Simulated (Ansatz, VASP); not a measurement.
## GePt in VASP and in Ansatz

INCAR

```
ALGO = Normal
EDIFF = 1E-6
EDIFFG = -0.05
ENCUT = 600
GGA = PE
IBRION = 2
ISIF = 3
ISMEAR = 0
LASPH = True
LCHARG = False
LREAL = False
LWAVE = False
NELM = 80
NSW = 80
PREC = Accurate
SIGMA = 0.1
```

File KPOINTS:

```
k-points
0
Gamma
  4 6 4
```

The input POSCAR:

```
GePt
1.0
    5.5721671900      0.0000000000      0.0000000000
    0.0000000000      3.5940849354      0.0000000000
    0.0000000000      0.0000000000      6.0362079177
Pt Ge
4 4
Direct
    0.9942832199      0.7500000000      0.1901826743
    0.0057167801      0.2500000000      0.8098173257
    0.5057167801      0.2500000000      0.6901826743
    0.4942832199      0.7500000000      0.3098173257
    0.8103268977      0.7500000000      0.5874320966
    0.1896731023      0.2500000000      0.4125679034
    0.6896731023      0.2500000000      0.0874320966
    0.3103268977      0.7500000000      0.9125679034
```

Input for Ansatz:

```yaml
crystal:
  lattice:
    - [5.57216719, 0.0, 0.0]
    - [0.0, 3.5940849354, 0.0]
    - [0.0, 0.0, 6.0362079177]
  atoms:
    - { symbol: Pt, position: [0.9942832199, 0.75, 0.1901826743] }
    - { symbol: Pt, position: [0.0057167801, 0.25, 0.8098173257] }
    - { symbol: Pt, position: [0.5057167801, 0.25, 0.6901826743] }
    - { symbol: Pt, position: [0.4942832199, 0.75, 0.3098173257] }
    - { symbol: Ge, position: [0.8103268977, 0.75, 0.5874320966] }
    - { symbol: Ge, position: [0.1896731023, 0.25, 0.4125679034] }
    - { symbol: Ge, position: [0.6896731023, 0.25, 0.0874320966] }
    - { symbol: Ge, position: [0.3103268977, 0.75, 0.9125679034] }
basis:
  ecutwfc: 420
kpoints:
  mp_grid: { grid: [4, 6, 4] }
hamiltonian:
  xc: pbe
scf:
  occupations: { method: gaussian, width: 0.1 }
output:
  forces: true
  stress: true
  eigenvalues: true
relax:
  adjacent_minimum: "off"
  f_tol: 0.05
  max_steps: 60
  cell: { stress_tol: 0.5 }
```

Alike in both runs: task relaxation of cell and atoms; functional PBE; k mesh 4 × 6 × 4; occupations gaussian, width 0.1 eV; no spin polarisation.

|  | VASP | Ansatz |
| --- | --- | --- |
| version | VASP 6.6.1 | Ansatz 0.2.0 |
| potentials or method | VASP PAW PBE potentials, release 64 (Pt, Ge_d), cutoff 600 eV | scalar-relativistic, plane waves, PAW |
| valence electrons in the cell | 96 | 128 |

Ansatz gave:

```
gap on the k mesh at the Fermi level, each at its own relaxed structure (eV) : none
relaxed volume (Å³/atom)                                                     : 16.86
relaxed length of the cell vector where the two differ most in proportion (Å)              : 3.744
```

Problem. Estimate VASP's values.

Solution. gap on the k mesh at the Fermi level, each at its own relaxed structure (eV): none; relaxed volume (Å³/atom): 16.85; relaxed length of the cell vector where the two differ most in proportion (Å): 3.739.

A gap of «none» marks a metal or a gap that the smearing closes. VASP's potentials hold 96 valence electrons a cell and Ansatz's 128, so a difference there can come from the potentials and not from the codes.

Spin-orbit coupling is off throughout.
